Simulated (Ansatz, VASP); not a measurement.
# CaBe: VASP beside Ansatz

```
CELL_PARAMETERS angstrom
5.01017 0.00000 0.00000
-2.50509 4.33893 0.00000
0.00000 0.00000 4.16712
ATOMIC_POSITIONS crystal
Ca 0.33333 0.66667 0.25000
Ca 0.66667 0.33333 0.75000
Be 0.00000 0.00000 0.00000
Be 0.00000 0.00000 0.50000
```

Alike in both runs: functional PBE; k mesh 12 × 12 × 10; occupations fermi-dirac, width 0.15 eV; no spin polarisation.

Ansatz relaxed the structure, and its values are those at the end. VASP's run is a single point on that final structure, the one shown.

|  | VASP | Ansatz |
| --- | --- | --- |
| version | VASP 6.6.1 | Ansatz 0.2.0 |
| potentials or method | VASP PAW PBE potentials, release 64 (Ca_sv, Be), cutoff 520 eV | scalar-relativistic, plane waves, PAW |
| valence electrons in the cell | 24 | 24 |

|  | VASP | Ansatz | Ansatz less VASP |
| --- | --- | --- | --- |
| gap on the k mesh at the Fermi level (eV) | none | none | - |
| pressure (GPa) | 0.1 | 0.0 | -0.07 |

A gap of «none» marks a metal or a gap that the smearing closes.
